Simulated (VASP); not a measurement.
# InSe (P-6m2) in VASP: settings compared

Aim: see how the results for InSe move with the level of theory and the settings. Levels: PBE, PBEsol, LDA. Tasks: single point.

Everything below comes from runs of VASP 6.6.1. Logs are shortened: lines on timing, memory, paths and dates and some standing lists are left out, and cuts for length are marked.

### 1 The cell of the first run

Symmetry: P-6m2, No. 187, hexagonal system. Conventional cell: a = 4.047 Å, b = 4.047 Å, c = 17.872 Å, α = 90.00°, β = 90.00°, γ = 120.00°. In (site symmetry 3m) has 3 Se at 2.65 Å and 1 In at 2.77 Å within 3.5 Å. Within 3.5 Å of In (site symmetry 3m) lie 3 Se at 2.65 Å and 1 In at 2.77 Å. Se (site symmetry 3m) has 3 In at 2.65 Å within 3.5 Å. Within 3.5 Å of Se (site symmetry 3m) lie 3 In at 2.65 Å.

### 2 Single point, PBE

INCAR

```
PREC     = Accurate       # precision mode
ENCUT    = 520            # plane-wave cutoff, eV
EDIFF    = 1E-7           # SCF threshold, eV
ISMEAR   = -1             # smearing method
SIGMA    = 0.05           # smearing width, eV
LREAL    = False          # projectors in reciprocal space
LASPH    = True           # aspherical terms in the spheres
NELM     = 60             # most SCF steps
ALGO     = Normal         # electronic algorithm
ISIF     = 2              # what is computed and relaxed
LWAVE    = False          # write WAVECAR
LCHARG   = False          # write CHGCAR
GGA      = PE             # functional
NBANDS   = 48             # bands
```

KPOINTS

```
regular mesh
0
Gamma
  6 6 2
```

POSCAR

```
InSe
1.0
    4.0473293151      0.0000000000      0.0000000000
   -2.0236646576      3.5050900044      0.0000000000
    0.0000000000      0.0000000000     17.8715442609
In Se
4 4
Direct
    0.3333333333      0.6666666667      0.0773904900
    0.3333333333      0.6666666667      0.9226095100
    0.0000000000      0.0000000000      0.4226063200
    0.0000000000      0.0000000000      0.5773936800
    0.3333333333      0.6666666667      0.3529842800
    0.3333333333      0.6666666667      0.6470157200
    0.6666666667      0.3333333333      0.1469999300
    0.6666666667      0.3333333333      0.8530000700
```

Potentials or basis: VASP PAW PBE potentials, release 64 (In_d, Se).

Command:

```console
cat potpaw_PBE.64/In_d/POTCAR potpaw_PBE.64/Se/POTCAR > POTCAR
mpirun -np 1 vasp_std > vasp.out
```

OUTCAR:

```text
PREC = Accurate
   ENCUT = 520
   EDIFF = 1E-7
   ISMEAR = -1
   LREAL = False
   LASPH = True
   NELM = 60
   ISIF = 2
   GGA = PE

 ion  position               nearest neighbor table
   1  0.333  0.667  0.077-   7 2.65   7 2.65   7 2.65   2 2.77
   2  0.333  0.667  0.923-   8 2.65   8 2.65   8 2.65   1 2.77
   3  0.000  0.000  0.423-   5 2.65   5 2.65   5 2.65   4 2.77
   4  0.000  0.000  0.577-   6 2.65   6 2.65   6 2.65   3 2.77
   5  0.333  0.667  0.353-   3 2.65   3 2.65   3 2.65
   6  0.333  0.667  0.647-   4 2.65   4 2.65   4 2.65
   7  0.667  0.333  0.147-   1 2.65   1 2.65   1 2.65
   8  0.667  0.333  0.853-   2 2.65   2 2.65   2 2.65

  LATTYP: Found a hexagonal cell.
 ALAT       =     4.0473293151
 C/A-ratio  =     4.4156387755

  Lattice vectors:

 A1 = (   4.0473293151,   0.0000000000,   0.0000000000)
 A2 = (  -2.0236646576,   3.5050900044,   0.0000000000)
 A3 = (   0.0000000000,   0.0000000000,  17.8715442609)

Analysis of symmetry for initial positions (statically):
=====================================================================
 Subroutine PRICEL returns:
 Original cell was already a primitive cell.

 Routine SETGRP: Setting up the symmetry group for a
 hexagonal supercell.

 Subroutine GETGRP returns: Found 12 space group operations
 (whereof 12 operations were pure point group operations)
 out of a pool of 24 trial point group operations.

The static configuration has the point symmetry D_3h.

Analysis of symmetry for dynamics (positions and initial velocities):
=====================================================================
 Subroutine PRICEL returns:
 Original cell was already a primitive cell.

 Routine SETGRP: Setting up the symmetry group for a
 hexagonal supercell.

 Subroutine GETGRP returns: Found 12 space group operations
 (whereof 12 operations were pure point group operations)
 out of a pool of 24 trial point group operations.

The dynamic configuration has the point symmetry D_3h.

 Subroutine INISYM returns: Found 12 space group operations
 (whereof 12 operations are pure point group operations),
 and found     1 'primitive' translations

----------------------------------------------------------------------------------------

                                     Primitive cell

  volume of cell :     253.5303

  direct lattice vectors                    reciprocal lattice vectors
     4.047329315  0.000000000  0.000000000     0.247076510  0.142649689  0.000000000
    -2.023664658  3.505090004  0.000000000     0.000000000  0.285299379  0.000000000
     0.000000000  0.000000000 17.871544261     0.000000000  0.000000000  0.055954874

  length of vectors
     4.047329315  4.047329315 17.871544261     0.285299379  0.285299379  0.055954874

  position of ions in fractional coordinates (direct lattice)
     0.333333333  0.666666667  0.077390490
     0.333333333  0.666666667  0.922609510
     0.000000000  0.000000000  0.422606320
     0.000000000  0.000000000  0.577393680
     0.333333333  0.666666667  0.352984280
     0.333333333  0.666666667  0.647015720
     0.666666667  0.333333333  0.146999930
     0.666666667  0.333333333  0.853000070

  ion indices of the primitive-cell ions
   primitive index   ion index
                 1           1
                 2           2
                 3           3
                 4           4
                 5           5
                 6           6
                 7           7
                 8           8

----------------------------------------------------------------------------------------

 KPOINTS: regular mesh

Automatic generation of k-mesh.
 Grid dimensions read from file:
 generate k-points for:    6    6    2

 Generating k-lattice:

  Cartesian coordinates                     Fractional coordinates (reciprocal lattice)
     0.041179418  0.023774948  0.000000000     0.166666667 -0.000000000  0.000000000
     0.000000000  0.047549896  0.000000000     0.000000000  0.166666667  0.000000000
     0.000000000  0.000000000  0.027977437     0.000000000  0.000000000  0.500000000

  Length of vectors
     0.047549896  0.047549896  0.027977437

  Shift w.r.t. Gamma in fractional coordinates (k-lattice)
     0.000000000  0.000000000  0.000000000

 Subroutine IBZKPT returns following result:
 ===========================================

 Found     14 irreducible k-points:

 Following reciprocal coordinates:
            Coordinates               Weight
  0.000000  0.000000  0.000000      1.000000
  0.166667  0.000000  0.000000      6.000000
  0.333333  0.000000  0.000000      6.000000
  0.500000  0.000000  0.000000      3.000000
  0.166667  0.166667  0.000000      6.000000
  0.333333  0.166667  0.000000     12.000000
  0.333333  0.333333  0.000000      2.000000
  0.000000  0.000000  0.500000      1.000000
  0.166667  0.000000  0.500000      6.000000
  0.333333  0.000000  0.500000      6.000000
  0.500000  0.000000  0.500000      3.000000
  0.166667  0.166667  0.500000      6.000000
  0.333333  0.166667  0.500000     12.000000
  0.333333  0.333333  0.500000      2.000000
   k-points           NKPTS =     14   k-points in BZ     NKDIM =     14   number of bands    NBANDS=     48
   number of dos      NEDOS =    301   number of ions     NIONS =      8
   total plane-waves  NPLWV = 126000
   dimension x,y,z NGX =    30 NGY =   30 NGZ =  140
   dimension x,y,z NGXF=    60 NGYF=   60 NGZF=  280
   ions per type =               4   4
   NGX,Y,Z   is equivalent  to a cutoff of  12.32, 12.32, 13.02 a.u.
   NGXF,Y,Z  is equivalent  to a cutoff of  24.65, 24.65, 26.05 a.u.
 SYSTEM =  unknown system
   PREC   = accura    normal or accurate (medium, high low for compatibility)
   ISTART =      0    job   : 0-new  1-cont  2-samecut
   ICHARG =      2    charge: 1-file 2-atom 10-const
   ISPIN  =      1    spin polarized calculation?
   LNONCOLLINEAR =      F non collinear calculations
   LSORBIT =      F    spin-orbit coupling
   LASPH  =      T    aspherical Exc in radial PAW
   ENCUT  =  520.0 eV  38.22 Ry    6.18 a.u.   7.53  7.53 33.23*2*pi/ulx,y,z
   NELM   =     60;   NELMIN=  2; NELMDL= -5     # of ELM steps
   EDIFF  = 0.1E-06   stopping-criterion for ELM
   LREAL  =      F    real-space projection
   EDIFFG = 0.1E-05   stopping-criterion for IOM
   NSW    =      0    number of steps for IOM
   IBRION =     -1    ionic relax: 0-MD 1-quasi-New 2-CG
   NFREE  =      0    steps in history (QN), initial steepest desc. (CG)
   ISIF   =      2    stress and relaxation
   ISYM   =      2    0-nonsym 1-usesym 2-fastsym
   POTIM  = 0.5000    time-step for ionic-motion
   TEBEG  =    0.0;   TEEND  =   0.0 temperature during run
   PSTRESS=    0.0 pullay stress
   NELECT =      76.0000    total number of electrons
   NUPDOWN=      -1.0000    fix difference up-down
   EMIN   =  10.00;   EMAX   =-10.00  energy-range for DOS
   EFERMI =   0.00;   METHOD = LEGACY
   ISMEAR =    -1;   SIGMA  =   0.05  broadening in eV -4-tet -1-fermi 0-gaus
   EFERMI_NEDOS =   21; number of points for ismear=-14 and -15
   IALGO  =     38    algorithm
   IMIX   =      4    mixing-type and parameters
     AMIX     =   0.40;   BMIX     =  1.00
     AMIX_MAG =   1.60;   BMIX_MAG =  1.00
  volume/ion in A,a.u.               =      31.69       213.86
  Fermi-wavevector in a.u.,A,eV,Ry     =   1.095644  2.070467 16.332918  1.200436
  Thomas-Fermi vector in A             =   2.231971
   LORBIT       =      0    0 simple, 1 ext, 2 COOP (PROOUT), +10 PAW based schemes
   GGA     = PE    functional components
[... 5 lines left out ...]
 non-spin polarized calculation
  energy-cutoff  :      520.00
  volume of cell :      253.53
 maximum number of plane-waves:      6872
   NGX = 15   NGY = 15   NGZ = 67

 number of electron      76.0000014 magnetization

 Free energy of the ion-electron system (eV)
  ---------------------------------------------------
  ext. energy  EPLUGINS =         0.00000000
  ---------------------------------------------------
  free energy    TOTEN  =       -28.36754330 eV

  energy without entropy =      -28.36751232  energy(sigma->0) =      -28.36752781

 E-fermi :   3.5027     XC(G=0):  -8.4458

 val. band max:        3.1564341256   @ k =   0.0000   0.0000   0.0000
 cond. band min:       3.8323416795   @ k =   0.0000   0.0000   0.0000
 fundamental gap:      0.6759075539
 Fermi energy:         3.5026735747

 k-point     1 :       0.0000    0.0000    0.0000
  band No.  band energies     occupation
      1     -11.4519      2.00000
      2     -11.4484      2.00000
      3     -11.2484      2.00000
      4     -11.2484      2.00000
      5     -11.2450      2.00000
      6     -11.2450      2.00000
[... 40 lines left out ...]
     47       8.8289      0.00000
     48       8.8432      0.00000

 k-point     2 :       0.1667    0.0000    0.0000
  band No.  band energies     occupation
      1     -11.4537      2.00000
      2     -11.4502      2.00000
      3     -11.3264      2.00000
      4     -11.3222      2.00000
      5     -11.2558      2.00000
      6     -11.2511      2.00000
[... 40 lines left out ...]
     47       7.9300      0.00000
     48       8.0724      0.00000

 k-point     3 :       0.3333    0.0000    0.0000
  band No.  band energies     occupation
      1     -11.5093      2.00000
      2     -11.5052      2.00000
      3     -11.3920      2.00000
      4     -11.3872      2.00000
      5     -11.3865      2.00000
      6     -11.3829      2.00000
[... 550 lines left out ...]
     47       7.9522      0.00000
     48       7.9578      0.00000

 k-point    14 :       0.3333    0.3333    0.5000
  band No.  band energies     occupation
      1     -11.5529      2.00000
      2     -11.5495      2.00000
      3     -11.4541      2.00000
      4     -11.4508      2.00000
      5     -11.3881      2.00000
      6     -11.3846      2.00000
[... 40 lines left out ...]
     47       9.0066      0.00000
     48       9.0116      0.00000

------------------------ aborting loop because EDIFF is reached ----------------------------------------

  FORCE on cell =-STRESS in cart. coord.  units (eV):
  Direction    XX          YY          ZZ          XY          YZ          ZX
  --------------------------------------------------------------------------------------
  -------------------------------------------------------------------------------------
  Total        2.7873885      2.7873885      3.5609107     -0.0000000      0.0000000      0.0000000
  in kB       17.6148230     17.6148230     22.5030747     -0.0000000      0.0000000      0.0000000
  external PRESSURE =      19.2442402 kB  Pullay stress =       0.0000000 kB

 VOLUME and BASIS-vectors are now :
 -----------------------------------------------------------------------------
  energy-cutoff  :      520.00
  volume of cell :      253.53
      direct lattice vectors                 reciprocal lattice vectors
     4.047329315  0.000000000  0.000000000     0.247076510  0.142649689  0.000000000
    -2.023664658  3.505090004  0.000000000     0.000000000  0.285299379  0.000000000
     0.000000000  0.000000000 17.871544261     0.000000000  0.000000000  0.055954874

 POSITION                                       TOTAL-FORCE (eV/Angst)
 -----------------------------------------------------------------------------------
     -0.00000      2.33673      1.38309        -0.000000     -0.000000     -0.041314
     -0.00000      2.33673     16.48846        -0.000000      0.000000      0.041314
      0.00000      0.00000      7.55263        -0.000000      0.000000      0.040298
      0.00000      0.00000     10.31892         0.000000      0.000000     -0.040298
     -0.00000      2.33673      6.30837        -0.000000      0.000000     -0.336094
     -0.00000      2.33673     11.56317        -0.000000      0.000000      0.336094
      2.02366      1.16836      2.62712         0.000000     -0.000000      0.337091
      2.02366      1.16836     15.24443         0.000000     -0.000000     -0.337091
 -----------------------------------------------------------------------------------
    total drift:                               -0.000001      0.000000     -0.000000

  FREE ENERGIE OF THE ION-ELECTRON SYSTEM (eV)
  ---------------------------------------------------
  free  energy   TOTEN  =       -28.3675433024 eV

  energy  without entropy=      -28.3675123207  energy(sigma->0) =      -28.36752781
```

Run time: 7 min. Hardware: 1 thread of Intel Xeon 6975P-C, shared host; peak memory 0.38 GiB.

What came out:

```
Free energy            : -28.3675 eV
Pressure               : 1.9 GPa
Largest force          : 0.337 eV/Å
Band gap on the k mesh : 0.68 eV, direct
```

Forces on the atoms (eV/Å):
```
In   0.000  0.000 -0.041
In   0.000  0.000  0.041
In   0.000  0.000  0.040
In   0.000  0.000 -0.040
Se   0.000  0.000 -0.336
Se   0.000  0.000  0.336
Se   0.000  0.000  0.337
Se   0.000  0.000 -0.337
```

Caveat: spin-orbit coupling is left out, which moves the levels of the heavy elements; this functional lacks dispersion, which binds the layers, so the pressure and a relaxed spacing across them are unreliable. A k mesh can miss the band edges.

### 3 Single point, PBEsol

This run uses another cell than the first one, of 32.01 Å³/atom, 1.010 times its volume.

INCAR

```
SYSTEM = InSe
ALGO = Normal
EDIFF = 1E-7
ENCUT = 520
GGA = PS
ISIF = 2
ISMEAR = -1
LASPH = .True.
LCHARG = .True.
LELF = .True.
LREAL = .False.
LVHAR = .True.
LWAVE = .False.
NBANDS = 48
NELM = 100
PREC = Accurate
SIGMA = 0.05
```

KPOINTS

```
k-points
0
Gamma
  8 8 2
  0 0 0
```

Changes to POSCAR since step 2:

```diff
@@ -4,3 +4,3 @@
    -2.0236646576      3.5050900044      0.0000000000
-    0.0000000000      0.0000000000     17.8715442609
+    0.0000000000      0.0000000000     18.0520649100
 In Se
```

Potentials or basis: VASP PAW PBE potentials, release 64 (In_d, Se).

Command:

```console
cat potpaw_PBE.64/In_d/POTCAR potpaw_PBE.64/Se/POTCAR > POTCAR
mpirun -np 1 vasp_std > vasp.out
```

It took 14 min on 1 thread of Intel Xeon 8259CL, shared host; peak memory 0.46 GiB.

Results (log left out):

```yaml
Free_energy: -31.1469 eV
Pressure: -0.7 GPa
Largest_force: 0.081 eV/Å
Band_gap_on_the_k_mesh: 0.63 eV, direct
```

Forces on the atoms (eV/Å):
```
In   0.000  0.000 -0.081
In   0.000  0.000  0.081
In   0.000  0.000  0.080
In   0.000  0.000 -0.080
Se   0.000  0.000 -0.032
Se   0.000  0.000  0.032
Se   0.000  0.000  0.032
Se   0.000  0.000 -0.032
```

Stress tensor (GPa, compression positive):
```
-0.86  0.00  0.00
 0.00 -0.86  0.00
 0.00  0.00 -0.50
```

Levels at points of the mesh, in eV from the valence-band top:
| k point | band 35 | band 36 | band 37 | band 38 | band 39 | band 40 | band 41 | band 42 |
| --- | --- | --- | --- | --- | --- | --- | --- | --- |
| (0.00, 0.00, 0.00) | -0.97 | -0.95 | -0.95 | 0.00 | 0.63 | 1.43 | 2.13 | 2.17 |
| (0.50, 0.00, 0.00) | -1.94 | -1.87 | -1.46 | -1.33 | 1.64 | 1.66 | 1.88 | 1.88 |
| (0.00, 0.00, 0.50) | -0.97 | -0.97 | -0.57 | -0.56 | 1.12 | 1.13 | 2.16 | 2.16 |
| (0.50, 0.00, 0.50) | -1.91 | -1.91 | -1.39 | -1.35 | 1.55 | 1.63 | 1.87 | 2.01 |

Caveat: the PAW data sets were made with another functional, which shifts forces and pressure a little; spin-orbit coupling is left out, which moves the levels of the heavy elements; this functional lacks dispersion, which binds the layers, so the pressure and a relaxed spacing across them are unreliable.

(Part 1 of 2 ends here.)
